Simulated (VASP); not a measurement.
Runs of VASP 6.6.1 on Si. The structure is that of space group P6_3/mmc (No. 194), or close to it. The cells are those of the table. This isn't the form of Si at room conditions, which is diamond.

```csv
cell,gap on the mesh (eV),pressure (GPa)
"a = 2.718, b = 2.718, c = 4.621 Å, angles 90.0, 90.0, 120.0°, 2 atoms",none,-5.7
"a = 2.679, b = 2.679, c = 4.690 Å, angles 90.0, 90.0, 120.0°, 2 atoms",none,(a)
"a = 2.718, b = 2.718, c = 4.690 Å, angles 90.0, 90.0, 120.0°, 2 atoms",none,-6.5
"a = 2.639, b = 2.639, c = 4.690 Å, angles 90.0, 90.0, 120.0°, 2 atoms",none,-2.2
"a = 2.679, b = 2.679, c = 4.553 Å, angles 90.0, 90.0, 120.0°, 2 atoms",none,(b)
```

Alike in all rows: task single point; level r2SCAN; potentials or basis VASP PAW PBE potentials, release 64 (Si); no spin polarisation; k mesh 24 × 24 × 14; cutoff (eV) 520; smearing gaussian 0.15 eV.

Problem. Fill in the values left out.

Solution. (a) -4.5; (b) -2.7.

Caveats: the PAW data sets were made with another functional, which shifts forces and pressure a little; the cell stands under tension (at least some runs).

A gap of «none» marks levels without a gap at the run's occupations.
